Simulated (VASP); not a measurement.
# AlN (P6_3/mmc) in VASP: notebook

AlN is run at these levels: PBEsol; tasks: single point.

All numbers are computed with VASP 6.6.1; they aren't measurements. Logs are shortened: lines on timing, memory, paths and dates and some standing lists are left out, and cuts for length are marked.

## (1) The cell of the first run

The structure is hexagonal, space group P6_3/mmc (No. 194). Conventional cell: a = 3.262 Å, b = 3.262 Å, c = 4.099 Å, α = 90.00°, β = 90.00°, γ = 120.00°. Al (site symmetry -6m2) has 5 N at 1.88 to 2.05 Å within 2.5 Å. Within 2.5 Å of N (site symmetry -6m2) lie 5 Al at 1.88 to 2.05 Å.

## (2) Single point, PBEsol

File INCAR:

```
  ALGO = Normal
  EDIFF = 1E-6
  ENCUT = 520
  GGA = PS
  ISIF = 2
  ISMEAR = 0
  LASPH = True
  LCHARG = True
  LELF = True
  LREAL = False
  LVHAR = True
  LWAVE = False
  NBANDS = 16
  NELM = 100
  PREC = Accurate
  SIGMA = 0.05
```

File KPOINTS:

```
k-points
0
Gamma
  9 9 6
```

File POSCAR:

```
AlN
1.0
    3.2618000000      0.0000000000      0.0000000000
   -1.6309000000      2.8248016620      0.0000000000
    0.0000000000      0.0000000000      4.0986000000
Al N
2 2
Direct
    0.3333333333      0.6666666667      0.7500000000
    0.6666666667      0.3333333333      0.2500000000
    0.3333333333      0.6666666667      0.2500000000
    0.6666666667      0.3333333333      0.7500000000
```

Potentials or basis: VASP PAW PBE potentials, release 64 (Al, N).

Run with:

```sh
$ cat potpaw_PBE.64/Al/POTCAR potpaw_PBE.64/N/POTCAR > POTCAR
$ mpirun -np 1 vasp_std > vasp.out
```

OUTCAR:

```text
EDIFF = 1E-6
   ENCUT = 520
   GGA = PS
   ISIF = 2
   ISMEAR = 0
   LASPH = True
   LREAL = False
   NELM = 100
   PREC = Accurate

 ion  position               nearest neighbor table
   1  0.333  0.667  0.750-   4 1.88   4 1.88   4 1.88   3 2.05   3 2.05   2 2.78   2 2.78   2 2.78
                             2 2.78   2 2.78   2 2.78
   2  0.667  0.333  0.250-   3 1.88   3 1.88   3 1.88   4 2.05   4 2.05   1 2.78   1 2.78   1 2.78
                             1 2.78   1 2.78   1 2.78
   3  0.333  0.667  0.250-   2 1.88   2 1.88   2 1.88   1 2.05   1 2.05
   4  0.667  0.333  0.750-   1 1.88   1 1.88   1 1.88   2 2.05   2 2.05

  LATTYP: Found a hexagonal cell.
 ALAT       =     3.2618000000
 C/A-ratio  =     1.2565454657

  Lattice vectors:

 A1 = (   3.2618000000,   0.0000000000,   0.0000000000)
 A2 = (  -1.6309000000,   2.8248016620,   0.0000000000)
 A3 = (   0.0000000000,   0.0000000000,   4.0986000000)

Analysis of symmetry for initial positions (statically):
=====================================================================
 Subroutine PRICEL returns:
 Original cell was already a primitive cell.

 Routine SETGRP: Setting up the symmetry group for a
 hexagonal supercell.

 Subroutine GETGRP returns: Found 24 space group operations
 (whereof 12 operations were pure point group operations)
 out of a pool of 24 trial point group operations.

The static configuration has the point symmetry D_3d.
 The point group associated with its full space group is D_6h.

Analysis of symmetry for dynamics (positions and initial velocities):
=====================================================================
 Subroutine PRICEL returns:
 Original cell was already a primitive cell.

 Routine SETGRP: Setting up the symmetry group for a
 hexagonal supercell.

 Subroutine GETGRP returns: Found 24 space group operations
 (whereof 12 operations were pure point group operations)
 out of a pool of 24 trial point group operations.

The dynamic configuration has the point symmetry D_3d.
 The point group associated with its full space group is D_6h.

 Subroutine INISYM returns: Found 24 space group operations
 (whereof 12 operations are pure point group operations),
 and found     1 'primitive' translations

----------------------------------------------------------------------------------------

                                     Primitive cell

  volume of cell :      37.7642

  direct lattice vectors                    reciprocal lattice vectors
     3.261800000  0.000000000  0.000000000     0.306579189  0.177003578  0.000000000
    -1.630900000  2.824801662  0.000000000     0.000000000  0.354007155  0.000000000
     0.000000000  0.000000000  4.098600000     0.000000000  0.000000000  0.243985751

  length of vectors
     3.261800000  3.261800000  4.098600000     0.354007155  0.354007155  0.243985751

  position of ions in fractional coordinates (direct lattice)
     0.333333333  0.666666667  0.750000000
     0.666666667  0.333333333  0.250000000
     0.333333333  0.666666667  0.250000000
     0.666666667  0.333333333  0.750000000

  ion indices of the primitive-cell ions
   primitive index   ion index
                 1           1
                 2           2
                 3           3
                 4           4

----------------------------------------------------------------------------------------

 KPOINTS: k-points

Automatic generation of k-mesh.
 Grid dimensions read from file:
 generate k-points for:    9    9    6

 Generating k-lattice:

  Cartesian coordinates                     Fractional coordinates (reciprocal lattice)
     0.034064354  0.019667064  0.000000000     0.111111111 -0.000000000  0.000000000
     0.000000000  0.039334128  0.000000000     0.000000000  0.111111111  0.000000000
     0.000000000  0.000000000  0.040664292     0.000000000  0.000000000  0.166666667

  Length of vectors
     0.039334128  0.039334128  0.040664292

  Shift w.r.t. Gamma in fractional coordinates (k-lattice)
     0.000000000  0.000000000  0.000000000

 Subroutine IBZKPT returns following result:
 ===========================================

 Found     48 irreducible k-points:

 Following reciprocal coordinates:
            Coordinates               Weight
  0.000000  0.000000  0.000000      1.000000
  0.111111 -0.000000  0.000000      6.000000
  0.222222 -0.000000  0.000000      6.000000
  0.333333 -0.000000  0.000000      6.000000
  0.444444 -0.000000  0.000000      6.000000
  0.111111  0.111111  0.000000      6.000000
[... 16 lines left out ...]
  0.333333  0.222222  0.166667     24.000000
  0.333333  0.333333  0.166667      4.000000
 [... further k-points ...]
   k-points           NKPTS =     48   k-points in BZ     NKDIM =     48   number of bands    NBANDS=     16
   number of dos      NEDOS =    301   number of ions     NIONS =      4
   total plane-waves  NPLWV =  17280
   dimension x,y,z NGX =    24 NGY =   24 NGZ =   30
   dimension x,y,z NGXF=    48 NGYF=   48 NGZF=   60
   ions per type =               2   2
   NGX,Y,Z   is equivalent  to a cutoff of  12.23, 12.23, 12.17 a.u.
   NGXF,Y,Z  is equivalent  to a cutoff of  24.46, 24.46, 24.34 a.u.
 SYSTEM =  unknown system
   PREC   = accura    normal or accurate (medium, high low for compatibility)
   ISTART =      0    job   : 0-new  1-cont  2-samecut
   ICHARG =      2    charge: 1-file 2-atom 10-const
   ISPIN  =      1    spin polarized calculation?
   LNONCOLLINEAR =      F non collinear calculations
   LSORBIT =      F    spin-orbit coupling
   LASPH  =      T    aspherical Exc in radial PAW
   ENCUT  =  520.0 eV  38.22 Ry    6.18 a.u.   6.06  6.06  7.62*2*pi/ulx,y,z
   NELM   =    100;   NELMIN=  2; NELMDL= -5     # of ELM steps
   EDIFF  = 0.1E-05   stopping-criterion for ELM
   LREAL  =      F    real-space projection
   EDIFFG = 0.1E-04   stopping-criterion for IOM
   NSW    =      0    number of steps for IOM
   IBRION =     -1    ionic relax: 0-MD 1-quasi-New 2-CG
   NFREE  =      0    steps in history (QN), initial steepest desc. (CG)
   ISIF   =      2    stress and relaxation
   ISYM   =      2    0-nonsym 1-usesym 2-fastsym
   POTIM  = 0.5000    time-step for ionic-motion
   TEBEG  =    0.0;   TEEND  =   0.0 temperature during run
   PSTRESS=    0.0 pullay stress
   NELECT =      16.0000    total number of electrons
   NUPDOWN=      -1.0000    fix difference up-down
   EMIN   =  10.00;   EMAX   =-10.00  energy-range for DOS
   EFERMI =   0.00;   METHOD = LEGACY
   ISMEAR =     0;   SIGMA  =   0.05  broadening in eV -4-tet -1-fermi 0-gaus
   EFERMI_NEDOS =   21; number of points for ismear=-14 and -15
   IALGO  =     38    algorithm
   IMIX   =      4    mixing-type and parameters
     AMIX     =   0.40;   BMIX     =  1.00
     AMIX_MAG =   1.60;   BMIX_MAG =  1.00
  volume/ion in A,a.u.               =       9.44        63.71
  Fermi-wavevector in a.u.,A,eV,Ry     =   1.229574  2.323557 20.569987  1.511851
  Thomas-Fermi vector in A             =   2.364456
   LORBIT       =      0    0 simple, 1 ext, 2 COOP (PROOUT), +10 PAW based schemes
   GGA     = PS    functional components
   LHFCALC =     F    Hartree Fock is set to
   AEXX    =    0.0000 exact exchange contribution
   IVDW    =     0    specifies the selected vdW correction
   LEPSILON=     F    determine dielectric tensor
   LRPA    =     F    only Hartree local field effects (RPA)
 non-spin polarized calculation
 Gauss-broadening in eV      SIGMA  =   0.05
  energy-cutoff  :      520.00
  volume of cell :       37.76
 maximum number of plane-waves:      1038
   NGX = 13   NGY = 13   NGZ = 15

 number of electron      16.0000002 magnetization

 Free energy of the ion-electron system (eV)
  ---------------------------------------------------
  ext. energy  EPLUGINS =         0.00000000
  ---------------------------------------------------
  free energy    TOTEN  =       -30.91294049 eV

  energy without entropy =      -30.91294049  energy(sigma->0) =      -30.91294049

 E-fermi :   8.7329     XC(G=0): -11.5852

 val. band max:        8.4353687636   @ k =   0.0000   0.0000   0.0000
 cond. band min:      12.0201089041   @ k =   0.0000   0.0000   0.0000
 fundamental gap:      3.5847401404
 Fermi energy:         8.7329336968

 k-point     1 :       0.0000    0.0000    0.0000
  band No.  band energies     occupation
      1      -8.7284      2.00000
      2      -4.7575      2.00000
      3       1.2225      2.00000
      4       5.0010      2.00000
      5       5.0010      2.00000
      6       6.7514      2.00000
[... 8 lines left out ...]
     15      20.4171      0.00000
     16      20.4171      0.00000

 k-point     2 :       0.1111   -0.0000    0.0000
  band No.  band energies     occupation
      1      -8.5794      2.00000
      2      -4.7558      2.00000
      3       1.3794      2.00000
      4       4.4887      2.00000
      5       4.7898      2.00000
      6       6.2656      2.00000
[... 8 lines left out ...]
     15      19.8161      0.00000
     16      20.4098      0.00000

 k-point     3 :       0.2222   -0.0000    0.0000
  band No.  band energies     occupation
      1      -8.1509      2.00000
      2      -4.8002      2.00000
      3       1.8374      2.00000
      4       3.3774      2.00000
      5       4.3628      2.00000
      6       5.3706      2.00000
[... 8 lines left out ...]
     15      18.9588      0.00000
     16      21.1947      0.00000

 k-point     4 :       0.3333   -0.0000    0.0000
  band No.  band energies     occupation
      1      -7.5120      2.00000
      2      -5.0104      2.00000
      3       2.3572      2.00000
      4       2.5433      2.00000
      5       3.9781      2.00000
      6       4.5880      2.00000
[... 8 lines left out ...]
     15      20.0357      0.00000
     16      21.7746      0.00000
[... 324 lines left out ...]
 k-point    22 :       0.2222    0.2222    0.1667
  band No.  band energies     occupation
      1      -7.0207      2.00000
      2      -5.2595      2.00000
      3       1.9300      2.00000
      4       2.2634      2.00000
      5       4.0632      2.00000
      6       4.5521      2.00000
[... 8 lines left out ...]
     15      20.6505      0.00000
     16      22.0833      0.00000

 k-point    23 :       0.3333    0.2222    0.1667
  band No.  band energies     occupation
      1      -6.4274      2.00000
      2      -5.5596      2.00000
      3       1.5923      2.00000
      4       2.4261      2.00000
      5       3.2469      2.00000
      6       5.0849      2.00000
[... 8 lines left out ...]
     15      20.4703      0.00000
     16      22.2567      0.00000

 k-point    24 :       0.3333    0.3333    0.1667
  band No.  band energies     occupation
      1      -5.9374      2.00000
      2      -5.9374      2.00000
      3       1.5541      2.00000
      4       2.6976      2.00000
      5       2.6976      2.00000
      6       5.3069      2.00000
[... 8 lines left out ...]
     15      19.8998      0.00000
     16      21.9932      0.00000

 [... further k-points ...]

------------------------ aborting loop because EDIFF is reached ----------------------------------------

  FORCE on cell =-STRESS in cart. coord.  units (eV):
  Direction    XX          YY          ZZ          XY          YZ          ZX
  --------------------------------------------------------------------------------------
  -------------------------------------------------------------------------------------
  Total        2.0243726      2.0243726      1.5979274      0.0000000      0.0000000      0.0000000
  in kB       85.8855707     85.8855707     67.7933041      0.0000000      0.0000000      0.0000000
  external PRESSURE =      79.8548151 kB  Pullay stress =       0.0000000 kB

 VOLUME and BASIS-vectors are now :
 -----------------------------------------------------------------------------
  energy-cutoff  :      520.00
  volume of cell :       37.76
      direct lattice vectors                 reciprocal lattice vectors
     3.261800000  0.000000000  0.000000000     0.306579189  0.177003578  0.000000000
    -1.630900000  2.824801662  0.000000000     0.000000000  0.354007155  0.000000000
     0.000000000  0.000000000  4.098600000     0.000000000  0.000000000  0.243985751

 POSITION                                       TOTAL-FORCE (eV/Angst)
 -----------------------------------------------------------------------------------
     -0.00000      1.88320      3.07395         0.000000      0.000000      0.000000
      1.63090      0.94160      1.02465        -0.000000     -0.000000      0.000000
     -0.00000      1.88320      1.02465        -0.000000      0.000000      0.000000
      1.63090      0.94160      3.07395         0.000000      0.000000      0.000000
 -----------------------------------------------------------------------------------
    total drift:                               -0.000000      0.000000     -0.000000

  FREE ENERGIE OF THE ION-ELECTRON SYSTEM (eV)
  ---------------------------------------------------
  free  energy   TOTEN  =       -30.9129404941 eV

  energy  without entropy=      -30.9129404941  energy(sigma->0) =      -30.91294049
```

Run time: 20 s. Hardware: 1 thread of Intel Xeon Platinum 8488C (Sapphire Rapids), shared host; peak memory 0.15 GiB.

What came out:

| Item | Value |
| --- | --- |
| Free energy | -30.9129 eV |
| Pressure | 8.0 GPa |
| Band gap on the k mesh | 3.58 eV, direct |

Stress tensor (GPa, compression positive):
```
8.59 0.00 0.00
0.00 8.59 0.00
0.00 0.00 6.78
```

Levels at points of the mesh, in eV from the valence-band top:
```
           k point  band 6  band 7  band 8  band 9  band 10  band 11
(0.00, 0.00, 0.00)   -1.68   -1.68    0.00    3.58     4.76     8.40
(0.00, 0.00, 0.50)   -2.60   -2.60   -2.60    5.90     5.90     8.54
```

Caveat: the PAW data sets were made with another functional, which shifts forces and pressure a little.

## (3) Single point, PBEsol

This run uses another cell than the first one, of 9.49 Å³/atom, 1.005 times its volume.

File INCAR:

```
ALGO = Normal
EDIFF = 1E-6
ENCUT = 520
GGA = PS
ISIF = 2
ISMEAR = 0
LASPH = True
LCHARG = False
LREAL = False
LWAVE = False
NBANDS = 16
NELM = 60
PREC = Accurate
SIGMA = 0.05
```

KPOINTS is that of step 2.

File POSCAR:

```
AlN
1.0
    3.3212000000      0.0000000000      0.0000000000
   -1.6606000000      2.8762435710      0.0000000000
    0.0000000000      0.0000000000      3.9744000000
Al N
2 2
Direct
    0.3333333333      0.6666666667      0.7500000000
    0.6666666667      0.3333333333      0.2500000000
    0.3333333333      0.6666666667      0.2500000000
    0.6666666667      0.3333333333      0.7500000000
```

Potentials or basis: VASP PAW PBE potentials, release 64 (Al, N).

Run with:

```sh
$ cat potpaw_PBE.64/Al/POTCAR potpaw_PBE.64/N/POTCAR > POTCAR
$ mpirun -np 1 vasp_std > vasp.out
```

Wall time 32 s (1 thread of Intel Xeon Platinum 8488C (Sapphire Rapids), shared host); peak memory 0.16 GiB.

Results (log left out):

```
Free energy            : -30.8862 eV
Pressure               : 6.4 GPa
Band gap on the k mesh : 3.66 eV, direct
```

Stress tensor (GPa, compression positive):
```
 2.63  0.00  0.00
 0.00  2.63  0.00
 0.00  0.00 13.83
```

Levels at points of the mesh, in eV from the valence-band top:
| k point | band 6 | band 7 | band 8 | band 9 | band 10 | band 11 |
| --- | --- | --- | --- | --- | --- | --- |
| (0.00, 0.00, 0.00) | -1.37 | -1.37 | 0.00 | 3.66 | 4.77 | 8.34 |
| (0.00, 0.00, 0.50) | -2.42 | -2.42 | -2.42 | 6.02 | 6.02 | 8.39 |

Caveat: the PAW data sets were made with another functional, which shifts forces and pressure a little.

(Continued in part 2 of 3.)
